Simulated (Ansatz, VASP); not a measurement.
## Two plane-wave programs on K

The input INCAR:

```
SYSTEM = K
  PREC = Accurate
  ENCUT = 520
  EDIFF = 1E-7
  ISMEAR = -1
  SIGMA = 0.08
  LREAL = .False.
  LASPH = .True.
  NELM = 60
  ALGO = Normal
  ISIF = 2
  LWAVE = .False.
  LCHARG = .False.
  GGA = PE
  NBANDS = 16
```

KPOINTS

```
Automatic mesh
0
Gamma
  10 10 6
  0 0 0
```

File POSCAR:

```
K
1.0
    3.7951959312      0.0000000000      0.0000000000
   -1.8975979656      3.2867360888      0.0000000000
    0.0000000000      0.0000000000      6.1482174086
K
2
Direct
    0.3333333333      0.6666666667      0.2500000000
    0.6666666667      0.3333333333      0.7500000000
```

Input for Ansatz:

```yaml
crystal:
  lattice:
    - [3.7951959312, 0.0, 0.0]
    - [-1.8975979656, 3.2867360888, 0.0]
    - [0.0, 0.0, 6.1482174086]
  atoms:
    - { symbol: K, position: [0.3333333333, 0.6666666667, 0.25] }
    - { symbol: K, position: [0.6666666667, 0.3333333333, 0.75] }
kpoints:
  mp_grid: { grid: [10, 10, 6] }
  band_path:
    path:
      - [0.0, 0.0, 0.0]
      - [0.5, 0.0, 0.0]
      - [0.3333333333, 0.3333333333, 0.0]
      - [0.0, 0.0, 0.0]
      - [0.0, 0.0, 0.5]
      - [0.5, 0.0, 0.5]
      - [0.3333333333, 0.3333333333, 0.5]
      - [0.0, 0.0, 0.5]
      - [0.5, 0.0, 0.5]
    npoints: 8
scf:
  occupations: { method: fermi_dirac, width: 0.08 }
hamiltonian:
  xc: pbe
  pseudopotentials: { kind: paw }
output:
  forces: true
  stress: true
  eigenvalues: true
  populations: true
  dos: { projected: true, de: 0.2, e_range: [-14, 8] }
```

Change from the starting cell: volume scaled by 0.52, PAW files.

Alike in both runs: task single point; functional PBE; k mesh 10 × 10 × 6; occupations fermi-dirac, width 0.08 eV; no spin polarisation.

```csv
,VASP,Ansatz
version,VASP 6.6.1,Ansatz 0.2.0
potentials or method,"VASP PAW PBE potentials, release 64 (K_sv)","PAW with Ansatz's default frozen-core files, scalar-relativistic"
plane-wave cutoff (eV),520,420
valence electrons in the cell,18,18
```

```tsv
	VASP	Ansatz	Ansatz less VASP
pressure (GPa)	7.9	7.9	+0.01
```
